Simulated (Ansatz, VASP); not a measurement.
**Ta2AlN3 in VASP and in Ansatz**

```
CELL_PARAMETERS angstrom
3.20418 0.00000 0.00000
-1.60209 2.77490 0.00000
0.00000 0.00000 8.42043
ATOMIC_POSITIONS crystal
Ta 0.00000 0.00000 0.00403
Ta 0.66667 0.33333 0.35325
Al 0.33333 0.66667 0.65864
N 0.33333 0.66667 0.89177
N 0.66667 0.33333 0.60410
N 0.00000 0.00000 0.23821
```

Alike in both runs: functional PBE; k mesh 6 × 6 × 2; occupations gaussian, width 0.1 eV; no spin polarisation.

Ansatz relaxed the structure, and its values are those at the end. VASP's run is a single point on that final structure, the one shown.

|  | VASP | Ansatz |
| --- | --- | --- |
| version | VASP 6.6.1 | Ansatz 0.2.0 |
| potentials or method | VASP PAW PBE potentials, release 64 (Ta_sv_GW, Al, N), cutoff 700 eV | scalar-relativistic, plane waves, PAW |
| valence electrons in the cell | 44 | 44 |

```csv
,VASP,Ansatz,Ansatz less VASP
gap on the k mesh at the Fermi level (eV),none,none,-
pressure (GPa),-0.3,-0.2,+0.15
rms of the force components (eV/Å),0.009,0.002,-0.0066
```

A gap of «none» marks a metal or a gap that the smearing closes. The functional is the same, so the differences come from potentials, cutoffs and numerics.

The k mesh is coarse, so the values compare programs but aren't converged. Neither program's run includes spin-orbit coupling.
